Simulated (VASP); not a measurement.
A run of VASP 6.6.1 is set up as follows.

The input INCAR:

```
  PREC = Accurate
  ENCUT = 520
  EDIFF = 1E-7
  ISMEAR = 0
  SIGMA = 0.05
  LREAL = F
  LASPH = T
  NELM = 100
  ALGO = Normal
  ISIF = 2
  LWAVE = F
  LCHARG = F
  GGA = PE
  NBANDS = 16
```

File KPOINTS:

```
Automatic mesh
0
Gamma
  8 8 8
```

Contents of POSCAR:

```
GaP
1.0
    0.0000000000      2.6886518858      2.7848619641
    2.7848619641      0.0000000000      2.7848619641
    2.7848619641      2.6886518858      0.0000000000
Ga P
1 1
Direct
    0.0000000000      0.0000000000      0.0000000000
    0.7500000000      0.7500000000      0.7500000000
```

Potentials or basis: VASP PAW PBE potentials, release 64 (Ga_d, P).

Launch:

```bash
$ cat potpaw_PBE.64/Ga_d/POTCAR potpaw_PBE.64/P/POTCAR > POTCAR
$ mpirun -np 1 vasp_std > vasp.out
```

Problem. What does it give for the band gap on the k mesh?

Solution. 1.36 eV, indirect (least direct gap 1.45 eV).

Problem. Estimate the pressure.

Solution. 0.0 GPa.

Stress tensor (GPa, compression positive):
```
-0.78  0.00  0.00
 0.00  1.63  0.00
 0.00  0.00 -0.78
```

Caveat: the cell differs from its parent crystal (mode 4 frozen in at +0.000 Å, strain +e along z and -e/2 along x and y -0.0233). A k mesh can miss the band edges.
